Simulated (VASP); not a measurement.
A run of VASP 6.6.1 is set up as follows.

File INCAR:

```
SYSTEM = HfN
ALGO = Normal
EDIFF = 1E-6
ENCUT = 520
GGA = PS
ISIF = 2
ISMEAR = 1
LASPH = .True.
LCHARG = .True.
LELF = .True.
LREAL = .False.
LVHAR = .True.
LWAVE = .False.
NBANDS = 14
NELM = 60
PREC = Accurate
SIGMA = 0.1
```

KPOINTS

```
k-points
0
Gamma
  11 11 11
  0 0 0
```

The input POSCAR:

```
HfN
1.0
    0.0000000000      2.4336937814      2.4336937814
    2.4336937814      0.0000000000      2.4336937814
    2.4336937814      2.4336937814      0.0000000000
Hf N
1 1
Direct
    0.0000000000      0.0000000000      0.0000000000
    0.7500000000      0.7500000000      0.7500000000
```

Potentials or basis: VASP PAW PBE potentials, release 64 (Hf_pv, N).

The run is started by

```sh
$ cat potpaw_PBE.64/Hf_pv/POTCAR potpaw_PBE.64/N/POTCAR > POTCAR
$ mpirun -np 1 vasp_std > vasp.out
```

Problem. Predict the pressure.

Solution. -0.9 GPa.

Caveat: the PAW data sets were made with another functional, which shifts forces and pressure a little.
